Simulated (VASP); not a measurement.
# C (Fd-3m) in VASP: further runs, part 2 of 2

VASP 6.6.1. Earlier steps stand in the parts before.

## (6) Single point, RPBE+D4

This run uses another cell than the first one, of 5.59 Å³/atom, 0.948 times its volume.

File INCAR:

```
  PREC = Accurate
  ENCUT = 520
  EDIFF = 1E-6
  ISMEAR = -1
  SIGMA = 0.05
  LREAL = False
  LASPH = True
  NELM = 80
  ALGO = Normal
  ISIF = 2
  LWAVE = False
  LCHARG = False
  GGA = RP
  IVDW = 13
  NBANDS = 11
```

File KPOINTS:

```
regular mesh
0
Gamma
  13 13 13
```

File POSCAR:

```
C
1.0
    0.0000000000      1.7749169163      1.7749169163
    1.7749169163      0.0000000000      1.7749169163
    1.7749169163      1.7749169163      0.0000000000
C
2
Direct
    0.7500000000      0.7500000000      0.7500000000
    0.5000000000      0.5000000000      0.5000000000
```

Potentials or basis: VASP PAW PBE potentials, release 64 (C).

Launch:

```sh
$ cat potpaw_PBE.64/C/POTCAR > POTCAR
$ mpirun -np 1 vasp_std > vasp.out
```

OUTCAR:

```text
PREC = Accurate
   ENCUT = 520
   EDIFF = 1E-6
   ISMEAR = -1
   LREAL = False
   LASPH = True
   NELM = 80
   ISIF = 2
   GGA = RP
   IVDW = 13

 ion  position               nearest neighbor table
   1  0.750  0.750  0.750-   2 1.54   2 1.54   2 1.54   2 1.54
   2  0.500  0.500  0.500-   1 1.54   1 1.54   1 1.54   1 1.54

  LATTYP: Found a face centered cubic cell.
 ALAT       =     3.5498338326

  Lattice vectors:

 A1 = (   0.0000000000,   1.7749169163,   1.7749169163)
 A2 = (   1.7749169163,   0.0000000000,   1.7749169163)
 A3 = (   1.7749169163,   1.7749169163,   0.0000000000)

Analysis of symmetry for initial positions (statically):
=====================================================================
 Subroutine PRICEL returns:
 Original cell was already a primitive cell.

 Routine SETGRP: Setting up the symmetry group for a
 face centered cubic supercell.

 Subroutine GETGRP returns: Found 48 space group operations
 (whereof 24 operations were pure point group operations)
 out of a pool of 48 trial point group operations.

The static configuration has the point symmetry T_d .
 The point group associated with its full space group is O_h .

Analysis of symmetry for dynamics (positions and initial velocities):
=====================================================================
 Subroutine PRICEL returns:
 Original cell was already a primitive cell.

 Routine SETGRP: Setting up the symmetry group for a
 face centered cubic supercell.

 Subroutine GETGRP returns: Found 48 space group operations
 (whereof 24 operations were pure point group operations)
 out of a pool of 48 trial point group operations.

The dynamic configuration has the point symmetry T_d .
 The point group associated with its full space group is O_h .

 Subroutine INISYM returns: Found 48 space group operations
 (whereof 24 operations are pure point group operations),
 and found     1 'primitive' translations

----------------------------------------------------------------------------------------

                                     Primitive cell

  volume of cell :      11.1831

  direct lattice vectors                    reciprocal lattice vectors
     0.000000000  1.774916916  1.774916916    -0.281703327  0.281703327  0.281703327
     1.774916916  0.000000000  1.774916916     0.281703327 -0.281703327  0.281703327
     1.774916916  1.774916916  0.000000000     0.281703327  0.281703327 -0.281703327

  length of vectors
     2.510111575  2.510111575  2.510111575     0.487924475  0.487924475  0.487924475

  position of ions in fractional coordinates (direct lattice)
     0.750000000  0.750000000  0.750000000
     0.500000000  0.500000000  0.500000000

  ion indices of the primitive-cell ions
   primitive index   ion index
                 1           1
                 2           2

----------------------------------------------------------------------------------------

 KPOINTS: regular mesh

Automatic generation of k-mesh.
 Grid dimensions read from file:
 generate k-points for:   13   13   13

 Generating k-lattice:

  Cartesian coordinates                     Fractional coordinates (reciprocal lattice)
[... 21 lines left out ...]
  0.307692  0.000000  0.000000      8.000000
  0.384615  0.000000  0.000000      8.000000
[... 16 lines left out ...]
  0.384615  0.153846  0.000000     24.000000
  0.461538  0.153846  0.000000     24.000000
 [... further k-points ...]
   k-points           NKPTS =     84   k-points in BZ     NKDIM =     84   number of bands    NBANDS=     11
   number of dos      NEDOS =    301   number of ions     NIONS =      2
   total plane-waves  NPLWV =   8000
   dimension x,y,z NGX =    20 NGY =   20 NGZ =   20
   dimension x,y,z NGXF=    40 NGYF=   40 NGZF=   40
   ions per type =               2
   NGX,Y,Z   is equivalent  to a cutoff of  13.25, 13.25, 13.25 a.u.
   NGXF,Y,Z  is equivalent  to a cutoff of  26.49, 26.49, 26.49 a.u.
 SYSTEM =  unknown system
   PREC   = accura    normal or accurate (medium, high low for compatibility)
   ISTART =      0    job   : 0-new  1-cont  2-samecut
   ICHARG =      2    charge: 1-file 2-atom 10-const
   ISPIN  =      1    spin polarized calculation?
   LNONCOLLINEAR =      F non collinear calculations
   LSORBIT =      F    spin-orbit coupling
   LASPH  =      T    aspherical Exc in radial PAW
   ENCUT  =  520.0 eV  38.22 Ry    6.18 a.u.   4.67  4.67  4.67*2*pi/ulx,y,z
   NELM   =     80;   NELMIN=  2; NELMDL= -5     # of ELM steps
   EDIFF  = 0.1E-05   stopping-criterion for ELM
   LREAL  =      F    real-space projection
   EDIFFG = 0.1E-04   stopping-criterion for IOM
   NSW    =      0    number of steps for IOM
   IBRION =     -1    ionic relax: 0-MD 1-quasi-New 2-CG
   NFREE  =      0    steps in history (QN), initial steepest desc. (CG)
   ISIF   =      2    stress and relaxation
   ISYM   =      2    0-nonsym 1-usesym 2-fastsym
   POTIM  = 0.5000    time-step for ionic-motion
   TEBEG  =    0.0;   TEEND  =   0.0 temperature during run
   PSTRESS=    0.0 pullay stress
   NELECT =       8.0000    total number of electrons
   NUPDOWN=      -1.0000    fix difference up-down
   EMIN   =  10.00;   EMAX   =-10.00  energy-range for DOS
   EFERMI =   0.00;   METHOD = LEGACY
   ISMEAR =    -1;   SIGMA  =   0.05  broadening in eV -4-tet -1-fermi 0-gaus
   EFERMI_NEDOS =   21; number of points for ismear=-14 and -15
   IALGO  =     38    algorithm
   IMIX   =      4    mixing-type and parameters
     AMIX     =   0.40;   BMIX     =  1.00
     AMIX_MAG =   1.60;   BMIX_MAG =  1.00
  volume/ion in A,a.u.               =       5.59        37.73
  Fermi-wavevector in a.u.,A,eV,Ry     =   1.464143  2.766829 29.167006  2.143714
  Thomas-Fermi vector in A             =   2.580154
   LORBIT       =      0    0 simple, 1 ext, 2 COOP (PROOUT), +10 PAW based schemes
   GGA     = RP    functional components
   LHFCALC =     F    Hartree Fock is set to
   AEXX    =    0.0000 exact exchange contribution
   IVDW    =    13    specifies the selected vdW correction
   LEPSILON=     F    determine dielectric tensor
   LRPA    =     F    only Hartree local field effects (RPA)
 non-spin polarized calculation
  energy-cutoff  :      520.00
  volume of cell :       11.18
 maximum number of plane-waves:       310
   NGX =  9   NGY =  9   NGZ =  9

 number of electron       7.9999999 magnetization

 Free energy of the ion-electron system (eV)
  ---------------------------------------------------
  ext. energy  EPLUGINS =         0.00000000
  ---------------------------------------------------
  free energy    TOTEN  =       -17.21650532 eV

  energy without entropy =      -17.21650532  energy(sigma->0) =      -17.21650532

 E-fermi :  11.1035     XC(G=0): -13.2402

 val. band max:       10.0584693412   @ k =   0.0000   0.0000   0.0000
 cond. band min:      14.2240578631   @ k =   0.3846   0.3846   0.0000
 fundamental gap:      4.1655885219
 Fermi energy:        11.1034774120

 k-point     1 :       0.0000    0.0000    0.0000
  band No.  band energies     occupation
      1     -11.6898      2.00000
      2      10.0585      2.00000
      3      10.0585      2.00000
      4      10.0585      2.00000
      5      15.6905      0.00000
      6      15.6905      0.00000
      7      15.6905      0.00000
      8      23.6617      0.00000
      9      29.6489      0.00000
     10      36.6474      0.00000
     11      36.6474      0.00000
[... 309 lines left out ...]
 k-point    24 :       0.4615    0.1538    0.0000
  band No.  band energies     occupation
      1      -6.6211      2.00000
      2      -1.3383      2.00000
      3       5.5571      2.00000
      4       6.0894      2.00000
      5      17.2004      0.00000
      6      20.7655      0.00000
      7      21.1184      0.00000
      8      24.1724      0.00000
      9      30.9645      0.00000
     10      33.7088      0.00000
     11      37.3702      0.00000

 [... further k-points ...]

------------------------ aborting loop because EDIFF is reached ----------------------------------------

  DFT-D4 for vdW energy calculation

  Edisp (eV):   -1.07831

  FORCE on cell =-STRESS in cart. coord.  units (eV):
  Direction    XX          YY          ZZ          XY          YZ          ZX
  --------------------------------------------------------------------------------------
  -------------------------------------------------------------------------------------
  Total       0.04792     0.04792     0.04792     0.00000    -0.00000     0.00000
  in kB       6.86605     6.86605     6.86605     0.00000    -0.00000     0.00000
  external pressure =        6.87 kB  Pullay stress =        0.00 kB

 VOLUME and BASIS-vectors are now :
 -----------------------------------------------------------------------------
  energy-cutoff  :      520.00
  volume of cell :       11.18
      direct lattice vectors                 reciprocal lattice vectors
     0.000000000  1.774916916  1.774916916    -0.281703327  0.281703327  0.281703327
     1.774916916  0.000000000  1.774916916     0.281703327 -0.281703327  0.281703327
     1.774916916  1.774916916  0.000000000     0.281703327  0.281703327 -0.281703327

 POSITION                                       TOTAL-FORCE (eV/Angst)
 -----------------------------------------------------------------------------------
      2.66238      2.66238      2.66238        -0.000000     -0.000000      0.000000
      1.77492      1.77492      1.77492         0.000000      0.000000     -0.000000
 -----------------------------------------------------------------------------------
    total drift:                                0.000000     -0.000000      0.000000

  FREE ENERGIE OF THE ION-ELECTRON SYSTEM (eV)
  ---------------------------------------------------
  free  energy   TOTEN  =       -18.2948110674 eV

  energy  without entropy=      -18.2948110674  energy(sigma->0) =      -18.29481107
```

OSZICAR:

```text
N       E                     dE             d eps       ncg     rms          rms(c)
DAV:   1     0.153775892404E+01    0.15378E+01   -0.48071E+03  1942   0.702E+02
DAV:   2    -0.174808964467E+02   -0.19019E+02   -0.18475E+02  2330   0.127E+02
DAV:   3    -0.178059153039E+02   -0.32502E+00   -0.32442E+00  2165   0.128E+01
DAV:   4    -0.178063873934E+02   -0.47209E-03   -0.47208E-03  2009   0.616E-01
DAV:   5    -0.178063879438E+02   -0.55035E-06   -0.55071E-06  2131   0.195E-02    0.581E+00
DAV:   6    -0.173597920669E+02    0.44660E+00   -0.22827E-01  1902   0.337E+00    0.352E+00
DAV:   7    -0.172134664011E+02    0.14633E+00   -0.28660E-01  1986   0.386E+00    0.768E-01
DAV:   8    -0.172163959040E+02   -0.29295E-02   -0.93666E-03  1923   0.717E-01    0.601E-02
DAV:   9    -0.172164716134E+02   -0.75709E-04   -0.15877E-04  2187   0.100E-01    0.280E-02
DAV:  10    -0.172165046153E+02   -0.33002E-04   -0.33527E-05  1980   0.518E-02    0.516E-03
DAV:  11    -0.172165053229E+02   -0.70764E-06   -0.97181E-07  2236   0.890E-03
   1 F= -.18294811E+02 E0= -.18294811E+02  d E =-.260887E-11
```

Run time: 22 s. Hardware: 1 thread of AMD EPYC 7R13, shared host; peak memory 0.09 GiB.

Results:

* Free energy: -18.2948 eV
* Pressure: 0.7 GPa
* Band gap on the k mesh: 4.17 eV, indirect (least direct gap 5.63 eV)
* Dispersion energy per atom: -0.539 eV

Caveat: the PAW data sets were made with another functional, which shifts forces and pressure a little.

## (7) The runs side by side

```tsv
level	spin	fixed moment (μB)	cell	smearing	gap on the mesh (eV)	pressure (GPa)	moment (μB)
PBEsol	collinear, zero start	0.0	a = 2.555 Å, angles 60.0°, 2 atoms	gaussian 0.05 eV	-	-19.7	0.00
PBEsol	collinear, zero start	0.0	a = 2.572 Å, angles 60.0°, 2 atoms	gaussian 0.05 eV	-	-26.6	0.00
PBE	off	-	a = 2.522 Å, angles 60.0°, 2 atoms	gaussian 0.013 eV	4.14	2.5	-
revPBE+D4	off	-	a = 2.510 Å, angles 60.0°, 2 atoms	fermi-dirac 0.05 eV	4.16	0.7	-
RPBE+D4	off	-	a = 2.510 Å, angles 60.0°, 2 atoms	fermi-dirac 0.05 eV	4.17	0.7	-
```

Alike in all rows: task single point; potentials or basis VASP PAW PBE potentials, release 64 (C); k mesh 13 × 13 × 13; cutoff (eV) 520.

Caveats: the PAW data sets were made with another functional, which shifts forces and pressure a little (some runs); the total moment is fixed, so each spin has its own Fermi level (some runs).

Absolute energies hang on the potentials; compare differences alone.
